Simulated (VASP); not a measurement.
# Rb (I4/mmm) in VASP: relaxation of cell and atoms with PBEsol

Aim: the relaxation of cell and atoms of Rb with PBEsol.

Everything below comes from runs of VASP 6.6.1. Logs are shortened: lines on timing, memory, paths and dates and some standing lists are left out, and cuts for length are marked.

## (1) The cell of the first run

It takes space group I4/mmm (No. 139, tetragonal). Conventional cell: a = 3.878 Å, b = 3.878 Å, c = 3.772 Å, α = 90.00°, β = 90.00°, γ = 90.00°. Rb (site symmetry 4/mmm) has 14 Rb at 3.33 to 3.88 Å within 4.4 Å.

## (2) Relaxation of cell and atoms, PBEsol, target pressure 30 GPa, at which the enthalpy is minimised

The input, INCAR:

```
SYSTEM = Rb
  ALGO = Normal
  EDIFF = 1E-6
  EDIFFG = -0.008
  ENCUT = 600
  GGA = PS
  IBRION = 2
  ISIF = 3
  ISMEAR = 0
  LASPH = .TRUE.
  LCHARG = .FALSE.
  LREAL = .FALSE.
  LWAVE = .FALSE.
  NELM = 80
  NSW = 70
  PREC = Accurate
  PSTRESS = 300.0
  SIGMA = 0.1
```

The input, KPOINTS:

```
k-points
0
G
  16 16 16
  0 0 0
```

The input, POSCAR:

```
Rb
1.0
   -1.9387934634      1.9387934634      1.8861334601
    1.9387934634     -1.9387934634      1.8861334601
    1.9387934634      1.9387934634     -1.8861334601
Rb
1
Direct
    0.0000000000      0.0000000000      0.0000000000
```

Potentials or basis: VASP PAW PBE potentials, release 64 (Rb_sv).

Started as:

```
> cat potpaw_PBE.64/Rb_sv/POTCAR > POTCAR
> mpirun -np 1 vasp_std > vasp.out
```

OUTCAR:

```text
SYSTEM = Rb
   EDIFF = 1E-6
   EDIFFG = -0.008
   ENCUT = 600
   GGA = PS
   IBRION = 2
   ISIF = 3
   ISMEAR = 0
   LASPH = .TRUE.
   LREAL = .FALSE.
   NELM = 80
   NSW = 70
   PREC = Accurate
   PSTRESS = 300.0

 ion  position               nearest neighbor table
   1  0.000  0.000  0.000-

  LATTYP: Found a body centered tetragonal cell.
 ALAT       =     3.8775869268
 C/A-ratio  =     0.9728387761

  Lattice vectors:

 A1 = (  -1.9387934634,   1.9387934634,   1.8861334601)
 A2 = (   1.9387934634,  -1.9387934634,   1.8861334601)
 A3 = (   1.9387934634,   1.9387934634,  -1.8861334601)

Analysis of symmetry for initial positions (statically):
=====================================================================
 Subroutine PRICEL returns:
 Original cell was already a primitive cell.

 Routine SETGRP: Setting up the symmetry group for a
 body centered tetragonal supercell.

 Subroutine GETGRP returns: Found 16 space group operations
 (whereof 16 operations were pure point group operations)
 out of a pool of 16 trial point group operations.

The static configuration has the point symmetry D_4h.

Analysis of symmetry for dynamics (positions and initial velocities):
=====================================================================
 Subroutine PRICEL returns:
 Original cell was already a primitive cell.

 Routine SETGRP: Setting up the symmetry group for a
 body centered tetragonal supercell.

 Subroutine GETGRP returns: Found 16 space group operations
 (whereof 16 operations were pure point group operations)
 out of a pool of 16 trial point group operations.

The dynamic configuration has the point symmetry D_4h.

 Subroutine INISYM returns: Found 16 space group operations
 (whereof 16 operations are pure point group operations),
 and found     1 'primitive' translations

----------------------------------------------------------------------------------------

                                     Primitive cell

  volume of cell :      28.3593

  direct lattice vectors                    reciprocal lattice vectors
    -1.938793463  1.938793463  1.886133460     0.000000000  0.257892349  0.265092588
     1.938793463 -1.938793463  1.886133460     0.257892349  0.000000000  0.265092588
     1.938793463  1.938793463 -1.886133460     0.257892349  0.257892349  0.000000000

  length of vectors
     3.327963284  3.327963284  3.327963284     0.369841241  0.369841241  0.364714857

  position of ions in fractional coordinates (direct lattice)
     0.000000000  0.000000000  0.000000000

  ion indices of the primitive-cell ions
[... 57 lines left out ...]
   number of dos      NEDOS =    301   number of ions     NIONS =      1
   total plane-waves  NPLWV =  21952
   dimension x,y,z NGX =    28 NGY =   28 NGZ =   28
   dimension x,y,z NGXF=    56 NGYF=   56 NGZF=   56
   ions per type =               1
   NGX,Y,Z   is equivalent  to a cutoff of  13.99, 13.99, 13.99 a.u.
   NGXF,Y,Z  is equivalent  to a cutoff of  27.97, 27.97, 27.97 a.u.
 SYSTEM =  Rb
   PREC   = accura    normal or accurate (medium, high low for compatibility)
   ISTART =      0    job   : 0-new  1-cont  2-samecut
   ICHARG =      2    charge: 1-file 2-atom 10-const
   ISPIN  =      1    spin polarized calculation?
   LNONCOLLINEAR =      F non collinear calculations
   LSORBIT =      F    spin-orbit coupling
   LASPH  =      T    aspherical Exc in radial PAW
   ENCUT  =  600.0 eV  44.10 Ry    6.64 a.u.   6.65  6.65  6.65*2*pi/ulx,y,z
   NELM   =     80;   NELMIN=  2; NELMDL= -5     # of ELM steps
   EDIFF  = 0.1E-05   stopping-criterion for ELM
   LREAL  =      F    real-space projection
   EDIFFG = -.8E-02   stopping-criterion for IOM
   NSW    =     70    number of steps for IOM
   IBRION =      2    ionic relax: 0-MD 1-quasi-New 2-CG
   NFREE  =      1    steps in history (QN), initial steepest desc. (CG)
   ISIF   =      3    stress and relaxation
   ISYM   =      2    0-nonsym 1-usesym 2-fastsym
   POTIM  = 0.5000    time-step for ionic-motion
   TEBEG  =    0.0;   TEEND  =   0.0 temperature during run
   PSTRESS=  300.0 pullay stress
   NELECT =       9.0000    total number of electrons
   NUPDOWN=      -1.0000    fix difference up-down
   EMIN   =  10.00;   EMAX   =-10.00  energy-range for DOS
   EFERMI =   0.00;   METHOD = LEGACY
   ISMEAR =     0;   SIGMA  =   0.10  broadening in eV -4-tet -1-fermi 0-gaus
   EFERMI_NEDOS =   21; number of points for ismear=-14 and -15
   IALGO  =     38    algorithm
   IMIX   =      4    mixing-type and parameters
     AMIX     =   0.40;   BMIX     =  1.00
     AMIX_MAG =   1.60;   BMIX_MAG =  1.00
  volume/ion in A,a.u.               =      28.36       191.38
  Fermi-wavevector in a.u.,A,eV,Ry     =   1.116667  2.110195 16.965731  1.246946
  Thomas-Fermi vector in A             =   2.253283
   LORBIT       =      0    0 simple, 1 ext, 2 COOP (PROOUT), +10 PAW based schemes
   GGA     = PS    functional components
   LHFCALC =     F    Hartree Fock is set to
   AEXX    =    0.0000 exact exchange contribution
   IVDW    =     0    specifies the selected vdW correction
   LEPSILON=     F    determine dielectric tensor
   LRPA    =     F    only Hartree local field effects (RPA)
 conjugate gradient relaxation of ions
 non-spin polarized calculation
 Gauss-broadening in eV      SIGMA  =   0.10
  energy-cutoff  :      600.00
  volume of cell :       28.36
 maximum number of plane-waves:       962
   NGX = 13   NGY = 13   NGZ = 13

--------------------------------------- Ionic step        1  -------------------------------------------

 number of electron       9.0000000 magnetization

 Free energy of the ion-electron system (eV)
  ---------------------------------------------------
  ext. energy  EPLUGINS =         0.00000000
  ---------------------------------------------------
  free energy    TOTEN  =         0.58219143 eV

  energy without entropy =        0.58957937  energy(sigma->0) =        0.58588540

 E-fermi :   4.5866     XC(G=0):  -9.4666

 val. band max:        4.5835956088   @ k =   0.1250   0.1250   0.1250
 cond. band min:       4.5960638755   @ k =  -0.2500   0.5000   0.2500
 fundamental gap:      0.0124682667
 Fermi energy:         4.5866058094

 k-point     1 :       0.0000    0.0000    0.0000
  band No.  band energies     occupation
      1     -25.0651      2.00000
      2      -7.7963      2.00000
      3      -7.7957      2.00000
      4      -7.7957      2.00000
      5       1.6832      2.00000
      6       8.6970      0.00000
      7       9.0403      0.00000
      8       9.0403      0.00000
[... 511 lines left out ...]
--------------------------------------- Ionic step        8  -------------------------------------------

 number of electron       9.0000000 magnetization

 Free energy of the ion-electron system (eV)
  ---------------------------------------------------
  ext. energy  EPLUGINS =         0.00000000
  ---------------------------------------------------
  free energy    TOTEN  =         1.50888891 eV

  energy without entropy =        1.51375485  energy(sigma->0) =        1.51132188

 E-fermi :   6.3651     XC(G=0): -10.6672

 val. band max:        6.3594760605   @ k =  -0.0625   0.2500   0.0625
 cond. band min:       6.3761157455   @ k =  -0.2500   0.4375   0.1875
 fundamental gap:      0.0166396850
 Fermi energy:         6.3650828342

 k-point     1 :       0.0000    0.0000    0.0000
  band No.  band energies     occupation
      1     -24.2694      2.00000
      2      -5.7097      2.00000
      3      -5.7097      2.00000
      4      -5.6523      2.00000
      5       4.2704      2.00000
      6      10.0252      0.00000
      7      11.2654      0.00000
      8      11.2654      0.00000
[... 285 lines left out ...]
  energy  without entropy=        1.5137548542  energy(sigma->0) =        1.51132188

  enthalpy is  TOTEN    =         5.5948355968 eV   P V=        4.0859466889

 reached required accuracy - stopping structural energy minimisation
```

It took 2.6 min on 1 thread of Intel Xeon 6975P-C (Granite Rapids), shared host; peak memory 0.24 GiB.

Results:

```
Free energy                                                : 1.5089 eV
Relaxed volume                                             : 21.82 Å³/atom
Relaxed cell                                               : a = 3.053 Å, b = 3.053 Å, c = 3.053 Å, α = 107.45°, β = 107.45°, γ = 113.59°
Space group after relaxing (to 0.1 Å)                      : I4/mmm (No. 139)
Energy change on relaxing (the run minimises the enthalpy) : +926.7 meV/atom
Ionic steps                                                : 8
Pressure after relaxing                                    : 30.0 GPa
Band gap on the k mesh                                     : zero (an odd number of electrons rules out a gap without spin polarisation)
```

Step by step:
```csv
step,energy change (eV),largest force (eV/Å),pressure (GPa),volume (Å³)
1,0.0000,0.0000,17.68,28.36
2,1.2288,0.0000,34.23,20.31
3,0.9648,0.0000,30.59,21.63
4,0.9239,0.0000,29.92,21.84
5,0.9239,0.0000,29.93,21.84
6,0.9239,0.0000,29.94,21.84
7,0.9243,0.0000,29.96,21.84
8,0.9267,0.0000,29.98,21.82
```

Final structure:
```yaml
crystal:
  lattice:
    - [-1.80629, 1.80629, 1.67204]
    - [1.80629, -1.80629, 1.67204]
    - [1.80629, 1.80629, -1.67204]
  atoms:
    - { symbol: Rb, position: [0.00000, 0.00000, 0.00000] }
```

Caveat: the cell is relaxed towards a set pressure, so the run minimises the enthalpy, not the energy; the volume moved by over 15 % at a fixed basis, so the end points are rough; the PAW data sets were made with another functional, which shifts forces and pressure a little.
